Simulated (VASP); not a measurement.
A run of VASP 6.6.1 is set up as follows.

INCAR

```
SYSTEM = Cr2O3
  PREC = Accurate
  ENCUT = 600
  EDIFF = 1E-6
  ISMEAR = -1
  SIGMA = 0.06122561905347299
  LREAL = .False.
  LASPH = .True.
  NELM = 120
  ALGO = Normal
  ISIF = 2
  LWAVE = .False.
  LCHARG = .False.
  GGA = PE
  NBANDS = 53
  GGA_COMPAT = .False.
  KPAR = 4
```

KPOINTS

```
regular mesh
0
Gamma
  24 24 24
  0 0 0
```

File POSCAR:

```
Cr2O3
1.0
    4.6179264877      0.0000000000      0.0000000000
    0.0000000000      4.6179264877      0.0000000000
    0.0000000000      0.0000000000      4.6179264877
Cr O
4 6
Direct
    0.2500000000      0.2500000000      0.2500000000
    0.7500000000      0.7500000000      0.2500000000
    0.7500000000      0.2500000000      0.7500000000
    0.2500000000      0.7500000000      0.7500000000
    0.5000000000      0.0000000000      0.0000000000
    0.0000000000      0.5000000000      0.0000000000
    0.0000000000      0.0000000000      0.5000000000
    0.5000000000      0.5000000000      0.0000000000
    0.5000000000      0.0000000000      0.5000000000
    0.0000000000      0.5000000000      0.5000000000
```

Potentials or basis: VASP PAW PBE potentials, release 64 (Cr_pv, O).

Run with:

```console
$ cat potpaw_PBE.64/Cr_pv/POTCAR potpaw_PBE.64/O/POTCAR > POTCAR
$ mpirun -np 4 vasp_std > vasp.out
```

(1) Estimate the band gap on the k mesh.

(2) Estimate the pressure.

Results:

(1) zero (bands 42 and 43 overlap by 0.17 eV).

(2) -4.0 GPa.

Caveat: the cell stands under tension; the run has no spin polarisation, though such a crystal can be magnetic; semilocal functionals often make such compounds metallic where correlation or magnetic order opens a gap, which also shifts bond lengths.
